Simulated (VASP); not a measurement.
# Ti: electric field gradients with PBEsol

Crystal: Ti.

```
Ti
1.0
    -1.59177    1.59177    1.64100
     1.59177   -1.59177    1.64100
     1.59177    1.59177   -1.64100
Ti
1
Direct
  0.00000 0.00000 0.00000
```

This cell differs from its parent crystal: equal xx and yy strain of -3 %.

| Property | Result |
| --- | --- |
| Program | VASP 6.6.1 |
| Task | electric field gradients |
| Functional | PBEsol |
| Potentials or basis | VASP PAW PBE potentials, release 64 (Ti_sv) |
| Cutoff | 400 eV |
| k mesh | 14 × 14 × 14 |
| Occupations | fermi-dirac, width 0.05 eV |
| Spin | no spin polarisation |
| Dipole correction | no |
| Further INCAR settings | ALGO = Normal; EDIFF = 1e-08; NBANDS = 12 |

- Pressure: -1.5 GPa
- Band gap on the k mesh: zero (bands 6 and 7 overlap by 1.64 eV)
- Largest electric field gradient by atom: Ti -0.6 V/Å²

Stress tensor (GPa, compression positive):
```
-1.71  0.00  0.00
 0.00 -1.71  0.00
 0.00  0.00 -1.08
```

Levels at points of the mesh, in eV from the Fermi level:
```tsv
k point	band 4	band 5	band 6	band 7	band 8	band 9
(0.00, 0.00, 0.00)	-32.11	-6.01	0.96	0.96	1.18	2.76
(0.50, 0.00, 0.00)	-32.11	-2.55	-0.35	1.22	2.76	3.26
(0.50, 0.50, 0.00)	-32.13	-2.56	-0.62	1.44	3.06	3.34
(0.50, 0.50, 0.50)	-32.63	-2.29	-2.21	4.12	4.18	4.18
```

Electric field gradients, principal values (V/Å²):
```tsv
atom	least	middle	greatest (by size)
1 Ti	0.318	0.324	-0.642
```

It took 40 s on 1 thread of Intel(R) Xeon(R) Platinum 8375C CPU @ 2.90GHz (Ice Lake), on a shared host, peak memory 0.14 GiB.

Caveat: the cell differs from its parent crystal (equal xx and yy strain of -3 %); without QUAD_EFG the Cq values of the log hold for a quadrupole moment of 1 mb, not for the nuclei; the PAW data sets were made with another functional, which shifts forces and pressure a little.
